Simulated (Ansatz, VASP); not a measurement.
# One calculation of GaBiSe3, two programs

```xyz
10
Lattice="-3.4210 3.4210 5.2922 3.4210 -3.4210 5.2922 3.4210 3.4210 -5.2922" Properties=species:S:1:pos:R:3 pbc="T T T"
Ga    0.0000    0.0000    5.2922
Ga    0.0000    0.0000    0.0000
Bi    0.0000    3.4210    2.6461
Bi    3.4210    0.0000    2.6461
Se    2.3168   -1.1041    5.2922
Se    1.1041    2.3168    5.2922
Se    0.0000    0.0000    7.9384
Se    1.1041    4.5251    0.0000
Se    2.3168    1.1041    0.0000
Se    0.0000    0.0000    2.6461
```

Alike in both runs: functional PBE; k mesh 4 × 4 × 4; occupations gaussian, width 0.1 eV; no spin polarisation.

Ansatz relaxed the structure, and its values are those at the end. VASP's run is a single point on that final structure, the one shown.

|  | VASP | Ansatz |
| --- | --- | --- |
| version | VASP 6.6.1 | Ansatz 0.2.0 |
| potentials or method | VASP PAW PBE potentials, release 64 (Ga_d, Bi_d, Se), cutoff 520 eV | scalar-relativistic, plane waves, PAW |
| valence electrons in the cell | 92 | 152 |

|  | VASP | Ansatz | Ansatz less VASP |
| --- | --- | --- | --- |
| gap on the k mesh at the Fermi level (eV) | none | none | - |
| pressure (GPa) | 0.0 | -0.1 | -0.06 |

A gap of «none» marks a metal or a gap that the smearing closes. VASP's potentials hold 92 valence electrons a cell and Ansatz's 152, so a difference there can come from the potentials and not from the codes.

Neither program's run includes spin-orbit coupling.
